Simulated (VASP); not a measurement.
# ZrTi3C4 (Pmmm) in VASP: single point with PBE

Aim: the single point of ZrTi3C4 with PBE.

Everything below comes from runs of VASP 6.6.1. Logs are shortened: lines on timing, memory, paths and dates and some standing lists are left out, and cuts for length are marked.

### Step 1. The cell of the first run

Symmetry: Pmmm, No. 47, orthorhombic system. The conventional cell has a = 3.147 Å, b = 4.442 Å, c = 6.267 Å, α = 90.00°, β = 90.00°, γ = 90.00°. Within 2.9 Å of Zr (site symmetry mmm) lie 6 C at 2.22 to 2.28 Å. Within 2.9 Å of Ti (site symmetry mm2) lie 6 C at 2.19 to 2.25 Å. Within 2.9 Å of Ti (site symmetry mmm) lie 6 C at 2.16 to 2.22 Å. Within 3.3 Å of C (site symmetry mm2) lie 4 Ti at 2.16 to 2.22 Å and 2 Zr at 2.28 Å and 12 C at 2.97 to 3.29 Å. Within 2.9 Å of C (site symmetry mmm) lie 6 Ti at 2.19 to 2.22 Å. C (site symmetry mmm) has 2 Zr at 2.22 Å and 4 Ti at 2.25 Å within 2.9 Å.

### Step 2. Single point, PBE, collinear spin

INCAR reads:

```
PREC = Accurate
ENCUT = 520
EDIFF = 1E-7
ISMEAR = 0
SIGMA = 0.1
LREAL = F
LASPH = T
NELM = 150
ALGO = Normal
ISIF = 2
LWAVE = F
LCHARG = F
ISPIN = 2
MAGMOM = 1 1 1 1 0 0 0 0
LORBIT = 11
LMAXMIX = 4
GGA = PE
NBANDS = 46
```

KPOINTS reads:

```
Automatic mesh
0
Gamma
  6 4 4
```

POSCAR reads:

```
ZrTi3C4
1.0
    3.1467555394      0.0000000000      0.0000000000
    0.0000000000      4.4418361744      0.0000000000
    0.0000000000      0.0000000000      6.2666723369
Zr Ti C
1 3 4
Direct
    0.5000000000      0.5000000000      0.5000000000
    0.0000000000      0.0000000000      0.2438795526
    0.0000000000      0.0000000000      0.7561204474
    0.5000000000      0.5000000000      0.0000000000
    0.0000000000      0.5000000000      0.7627916404
    0.5000000000      0.0000000000      0.0000000000
    0.0000000000      0.5000000000      0.2372083596
    0.5000000000      0.0000000000      0.5000000000
```

Potentials or basis: VASP PAW PBE potentials, release 64 (Zr_sv, Ti_sv, C).

The run is started by

```
cat potpaw_PBE.64/Zr_sv/POTCAR potpaw_PBE.64/Ti_sv/POTCAR potpaw_PBE.64/C/POTCAR > POTCAR
mpirun -np 1 vasp_std > vasp.out
```

OUTCAR:

```text
PREC = Accurate
   ENCUT = 520
   EDIFF = 1E-7
   ISMEAR = 0
   LREAL = F
   LASPH = T
   NELM = 150
   ISIF = 2
   ISPIN = 2
   LORBIT = 11
   GGA = PE

 ion  position               nearest neighbor table
   1  0.500  0.500  0.500-   8 2.22   8 2.22   5 2.28   7 2.28   5 2.28   7 2.28   4 3.13   4 3.13
                             3 3.16   3 3.16   2 3.16   3 3.16   2 3.16   2 3.16   2 3.16   3 3.16
   2  0.000  0.000  0.244-   6 2.19   6 2.19   7 2.22   7 2.22   8 2.25   8 2.25   1 3.16   1 3.16
                             1 3.16   1 3.16
   3  0.000  0.000  0.756-   6 2.19   6 2.19   5 2.22   5 2.22   8 2.25   8 2.25   1 3.16   1 3.16
                             1 3.16   1 3.16
   4  0.500  0.500  0.000-   5 2.16   7 2.16   5 2.16   7 2.16   6 2.22   6 2.22   1 3.13   1 3.13

   5  0.000  0.500  0.763-   4 2.16   4 2.16   3 2.22   3 2.22   1 2.28   1 2.28
   6  0.500  0.000  0.000-   2 2.19   3 2.19   2 2.19   3 2.19   4 2.22   4 2.22
   7  0.000  0.500  0.237-   4 2.16   4 2.16   2 2.22   2 2.22   1 2.28   1 2.28
   8  0.500  0.000  0.500-   1 2.22   1 2.22   3 2.25   2 2.25   2 2.25   3 2.25

  LATTYP: Found a simple orthorhombic cell.
 ALAT       =     3.1467555394
 B/A-ratio  =     1.4115606118
 C/A-ratio  =     1.9914709797

  Lattice vectors:

 A1 = (   3.1467555394,   0.0000000000,   0.0000000000)
 A2 = (   0.0000000000,   4.4418361744,   0.0000000000)
 A3 = (   0.0000000000,   0.0000000000,   6.2666723369)

Analysis of symmetry for initial positions (statically):
=====================================================================
 Subroutine PRICEL returns:
 Original cell was already a primitive cell.

 Routine SETGRP: Setting up the symmetry group for a
 simple orthorhombic supercell.

 Subroutine GETGRP returns: Found  8 space group operations
 (whereof  8 operations were pure point group operations)
 out of a pool of  8 trial point group operations.

The static configuration has the point symmetry D_2h.

Analysis of symmetry for dynamics (positions and initial velocities):
=====================================================================
 Subroutine PRICEL returns:
 Original cell was already a primitive cell.

 Routine SETGRP: Setting up the symmetry group for a
 simple orthorhombic supercell.

 Subroutine GETGRP returns: Found  8 space group operations
 (whereof  8 operations were pure point group operations)
 out of a pool of  8 trial point group operations.

The dynamic configuration has the point symmetry D_2h.

Analysis of structural, dynamic, and magnetic symmetry:
=====================================================================
 Subroutine PRICEL returns:
 Original cell was already a primitive cell.

 Routine SETGRP: Setting up the symmetry group for a
 simple orthorhombic supercell.

 Subroutine GETGRP returns: Found  8 space group operations
 (whereof  8 operations were pure point group operations)
 out of a pool of  8 trial point group operations.

The overall configuration has the point symmetry D_2h.

 Subroutine INISYM returns: Found  8 space group operations
 (whereof  8 operations are pure point group operations),
 and found     1 'primitive' translations

----------------------------------------------------------------------------------------

                                     Primitive cell

  volume of cell :      87.5916

  direct lattice vectors                    reciprocal lattice vectors
     3.146755539  0.000000000  0.000000000     0.317787635  0.000000000  0.000000000
     0.000000000  4.441836174  0.000000000     0.000000000  0.225132121  0.000000000
     0.000000000  0.000000000  6.266672337     0.000000000  0.000000000  0.159574324

  length of vectors
     3.146755539  4.441836174  6.266672337     0.317787635  0.225132121  0.159574324

  position of ions in fractional coordinates (direct lattice)
     0.500000000  0.500000000  0.500000000
     0.000000000  0.000000000  0.243879553
     0.000000000  0.000000000  0.756120447
     0.500000000  0.500000000  0.000000000
     0.000000000  0.500000000  0.762791640
     0.500000000  0.000000000  0.000000000
     0.000000000  0.500000000  0.237208360
     0.500000000  0.000000000  0.500000000

  ion indices of the primitive-cell ions
   primitive index   ion index
                 1           1
                 2           2
                 3           3
                 4           4
                 5           5
                 6           6
                 7           7
                 8           8

----------------------------------------------------------------------------------------

 KPOINTS: Automatic mesh

Automatic generation of k-mesh.
 Grid dimensions read from file:
 generate k-points for:    6    4    4

 Generating k-lattice:

  Cartesian coordinates                     Fractional coordinates (reciprocal lattice)
     0.052964606  0.000000000  0.000000000     0.166666667  0.000000000  0.000000000
     0.000000000  0.056283030  0.000000000     0.000000000  0.250000000  0.000000000
     0.000000000  0.000000000  0.039893581     0.000000000  0.000000000  0.250000000

  Length of vectors
     0.052964606  0.056283030  0.039893581

  Shift w.r.t. Gamma in fractional coordinates (k-lattice)
     0.000000000  0.000000000  0.000000000

 Subroutine IBZKPT returns following result:
 ===========================================

 Found     36 irreducible k-points:

 Following reciprocal coordinates:
            Coordinates               Weight
  0.000000  0.000000  0.000000      1.000000
  0.166667  0.000000  0.000000      2.000000
  0.333333  0.000000  0.000000      2.000000
  0.500000  0.000000  0.000000      1.000000
  0.000000  0.250000  0.000000      2.000000
  0.166667  0.250000  0.000000      4.000000
[... 16 lines left out ...]
  0.333333  0.500000  0.250000      4.000000
  0.500000  0.500000  0.250000      2.000000
 [... further k-points ...]
   k-points           NKPTS =     36   k-points in BZ     NKDIM =     36   number of bands    NBANDS=     46
   number of dos      NEDOS =    301   number of ions     NIONS =      8
   total plane-waves  NPLWV =  41472
   dimension x,y,z NGX =    24 NGY =   36 NGZ =   48
   dimension x,y,z NGXF=    48 NGYF=   72 NGZF=   96
   ions per type =               1   3   4
   NGX,Y,Z   is equivalent  to a cutoff of  12.68, 13.47, 12.73 a.u.
   NGXF,Y,Z  is equivalent  to a cutoff of  25.36, 26.95, 25.47 a.u.
 SYSTEM =  unknown system
   PREC   = accura    normal or accurate (medium, high low for compatibility)
   ISTART =      0    job   : 0-new  1-cont  2-samecut
   ICHARG =      2    charge: 1-file 2-atom 10-const
   ISPIN  =      2    spin polarized calculation?
   LNONCOLLINEAR =      F non collinear calculations
   LSORBIT =      F    spin-orbit coupling
   LASPH  =      T    aspherical Exc in radial PAW
   ENCUT  =  520.0 eV  38.22 Ry    6.18 a.u.   5.85  8.26 11.65*2*pi/ulx,y,z
   NELM   =    150;   NELMIN=  2; NELMDL= -5     # of ELM steps
   EDIFF  = 0.1E-06   stopping-criterion for ELM
   LREAL  =      F    real-space projection
   EDIFFG = 0.1E-05   stopping-criterion for IOM
   NSW    =      0    number of steps for IOM
   IBRION =     -1    ionic relax: 0-MD 1-quasi-New 2-CG
   NFREE  =      0    steps in history (QN), initial steepest desc. (CG)
   ISIF   =      2    stress and relaxation
   ISYM   =      2    0-nonsym 1-usesym 2-fastsym
   POTIM  = 0.5000    time-step for ionic-motion
   TEBEG  =    0.0;   TEEND  =   0.0 temperature during run
   PSTRESS=    0.0 pullay stress
   NELECT =      64.0000    total number of electrons
   NUPDOWN=      -1.0000    fix difference up-down
   EMIN   =  10.00;   EMAX   =-10.00  energy-range for DOS
   EFERMI =   0.00;   METHOD = LEGACY
   ISMEAR =     0;   SIGMA  =   0.10  broadening in eV -4-tet -1-fermi 0-gaus
   EFERMI_NEDOS =   21; number of points for ismear=-14 and -15
   IALGO  =     38    algorithm
   IMIX   =      4    mixing-type and parameters
     AMIX     =   0.40;   BMIX     =  1.00
     AMIX_MAG =   1.60;   BMIX_MAG =  1.00
  volume/ion in A,a.u.               =      10.95        73.89
  Fermi-wavevector in a.u.,A,eV,Ry     =   1.474509  2.786417 29.581455  2.174176
  Thomas-Fermi vector in A             =   2.589271
   LORBIT       =     11    0 simple, 1 ext, 2 COOP (PROOUT), +10 PAW based schemes
   GGA     = PE    functional components
   LHFCALC =     F    Hartree Fock is set to
   AEXX    =    0.0000 exact exchange contribution
   IVDW    =     0    specifies the selected vdW correction
   LEPSILON=     F    determine dielectric tensor
   LRPA    =     F    only Hartree local field effects (RPA)
 spin polarized calculation
 Gauss-broadening in eV      SIGMA  =   0.10
  energy-cutoff  :      520.00
  volume of cell :       87.59
 maximum number of plane-waves:      2372
 NGX is ok and might be reduce to    24
   NGX = 11   NGY = 17   NGZ = 23

 number of electron      63.9999989 magnetization       0.0000543

 number of electron      63.9999989 magnetization      -0.0000379

 Free energy of the ion-electron system (eV)
  ---------------------------------------------------
  ext. energy  EPLUGINS =         0.00000000
  ---------------------------------------------------
  free energy    TOTEN  =       -75.12995915 eV

  energy without entropy =      -75.12064809  energy(sigma->0) =      -75.12530362

 E-fermi :   9.3210     XC(G=0): -12.4905

 val. band max:        9.3191649379   @ k =   0.0000   0.0000   0.0000
 cond. band min:       9.3214529120   @ k =   0.0000   0.2500   0.0000
 fundamental gap:      0.0022879741
 Fermi energy:         9.3209692893

 spin component 1

 k-point     1 :       0.0000    0.0000    0.0000
  band No.  band energies     occupation
      1     -47.3794      1.00000
      2     -47.3565      1.00000
      3     -47.1991      1.00000
      4     -38.2729      1.00000
      5     -23.7497      1.00000
      6     -23.7163      1.00000
[... 36 lines left out ...]
     43      12.8296      0.00000
     44      12.9531      0.00000
[... 1040 lines left out ...]
      4     -38.2060      1.00000
      5     -23.7796      1.00000
      6     -23.7209      1.00000
[... 36 lines left out ...]
     43      14.1784      0.00000
     44      14.3406      0.00000

 [... further k-points ...]

 spin component 2

 k-point     1 :       0.0000    0.0000    0.0000
  band No.  band energies     occupation
      1     -47.3793      1.00000
      2     -47.3565      1.00000
      3     -47.1991      1.00000
      4     -38.2729      1.00000
      5     -23.7496      1.00000
      6     -23.7163      1.00000
[... 36 lines left out ...]
     43      12.8296      0.00000
     44      12.9531      0.00000
[... 1040 lines left out ...]
      4     -38.2060      1.00000
      5     -23.7796      1.00000
      6     -23.7209      1.00000
[... 36 lines left out ...]
     43      14.1784      0.00000
     44      14.3406      0.00000

 [... further k-points ...]

 [bands above 44 left out]

------------------------ aborting loop because EDIFF is reached ----------------------------------------

  FORCE on cell =-STRESS in cart. coord.  units (eV):
  Direction    XX          YY          ZZ          XY          YZ          ZX
  --------------------------------------------------------------------------------------
  -------------------------------------------------------------------------------------
  Total        0.0462714      0.0518000      0.0425843      0.0000000      0.0000000      0.0000000
  in kB        0.8463716      0.9474967      0.7789283      0.0000000      0.0000000      0.0000000
  external PRESSURE =       0.8575989 kB  Pullay stress =       0.0000000 kB

 VOLUME and BASIS-vectors are now :
 -----------------------------------------------------------------------------
  energy-cutoff  :      520.00
  volume of cell :       87.59
      direct lattice vectors                 reciprocal lattice vectors
     3.146755539  0.000000000  0.000000000     0.317787635  0.000000000  0.000000000
     0.000000000  4.441836174  0.000000000     0.000000000  0.225132121  0.000000000
     0.000000000  0.000000000  6.266672337     0.000000000  0.000000000  0.159574324

 POSITION                                       TOTAL-FORCE (eV/Angst)
 -----------------------------------------------------------------------------------
      1.57338      2.22092      3.13334         0.000000      0.000000      0.000000
      0.00000      0.00000      1.52831         0.000000      0.000000     -0.001270
      0.00000      0.00000      4.73836         0.000000      0.000000      0.001270
      1.57338      2.22092      0.00000         0.000000      0.000000      0.000000
      0.00000      2.22092      4.78017         0.000000      0.000000      0.005283
      1.57338      0.00000      0.00000         0.000000      0.000000      0.000000
      0.00000      2.22092      1.48651         0.000000      0.000000     -0.005283
      1.57338      0.00000      3.13334         0.000000      0.000000      0.000000
 -----------------------------------------------------------------------------------
    total drift:                                0.000000     -0.000000     -0.000000

  FREE ENERGIE OF THE ION-ELECTRON SYSTEM (eV)
  ---------------------------------------------------
  free  energy   TOTEN  =       -75.1299591526 eV

  energy  without entropy=      -75.1206480903  energy(sigma->0) =      -75.12530362

 total charge

# of ion       s       p       d       tot
------------------------------------------
    1        2.197   6.067   1.774  10.038
    2        2.185   6.216   1.889  10.290
    3        2.185   6.216   1.889  10.290
    4        2.195   6.234   1.921  10.350
    5        0.895   1.499   0.000   2.393
    6        0.890   1.475   0.000   2.365
    7        0.895   1.499   0.000   2.393
    8        0.896   1.485   0.000   2.381
--------------------------------------------------
tot         12.338  30.691   7.472  50.501

 magnetization (x)

# of ion       s       p       d       tot
------------------------------------------
    1       -0.000  -0.000  -0.000  -0.000
    2       -0.000  -0.000   0.000   0.000
    3       -0.000  -0.000   0.000   0.000
    4        0.000  -0.000   0.000   0.000
    5        0.000  -0.000   0.000   0.000
    6        0.000  -0.000   0.000  -0.000
    7        0.000  -0.000   0.000   0.000
    8        0.000  -0.000   0.000   0.000
--------------------------------------------------
tot          0.000  -0.000   0.000   0.000
```

Wall time 9.7 min (1 thread of Intel Xeon 8259CL, shared host); peak memory 0.36 GiB.

Results:

```yaml
Free_energy: -75.1300 eV
Pressure: 0.1 GPa
Largest_force: 0.005 eV/Å
Band_gap_on_the_k_mesh: zero (filled and empty bands overlap)
Net_moment: 0.00 μB per cell
Valence_electrons_inside_the_program's_atomic_spheres: Zr 10.04; Ti 10.29, 10.35 (each value once); C 2.39, 2.37, 2.38 (each value once)
```

Forces on the atoms (eV/Å):
```
Zr   0.000  0.000  0.000
Ti   0.000  0.000 -0.001
Ti   0.000  0.000  0.001
Ti   0.000  0.000  0.000
C    0.000  0.000  0.005
C    0.000  0.000  0.000
C    0.000  0.000 -0.005
C    0.000  0.000  0.000
```
